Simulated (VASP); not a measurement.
Br, 3 atoms in the cell. Symmetry: P6_422, No. 181, hexagonal system. The conventional cell has a = 3.877 Å, b = 3.877 Å, c = 4.245 Å, α = 90.00°, β = 90.00°, γ = 120.00°. Within 3.2 Å of Br (site symmetry 222) lie 4 Br at 2.40 Å. The cell was built from a structure type or drawn by symmetry, and may not be a known phase.

| Item | Value |
| --- | --- |
| Program | VASP 6.6.1 |
| Task | single point |
| Functional | PBE |
| Potentials or basis | VASP PAW PBE potentials, release 64 (Br) |
| Cutoff | 520 eV |
| k mesh | 6 × 6 × 4 |
| Occupations | gaussian, width 0.1 eV |
| Spin | no spin polarisation |
| Dipole correction | no |
| Further INCAR settings | ALGO = Normal; EDIFF = 1e-06; NBANDS = 18 |

Potentials or basis: VASP PAW PBE potentials, release 64 (Br).

Run with:

```sh
$ cat potpaw_PBE.64/Br/POTCAR > POTCAR
$ mpirun -np 1 vasp_std > vasp.out
```

Hardware: 1 thread of Intel Xeon 8259CL (shared host).

Q: How long does it take, and how much memory?

A: Run time: 20 s on 1 thread of Intel Xeon 8259CL (shared host), peak memory 0.17 GiB. Counts: scf iterations 11, k points 21.
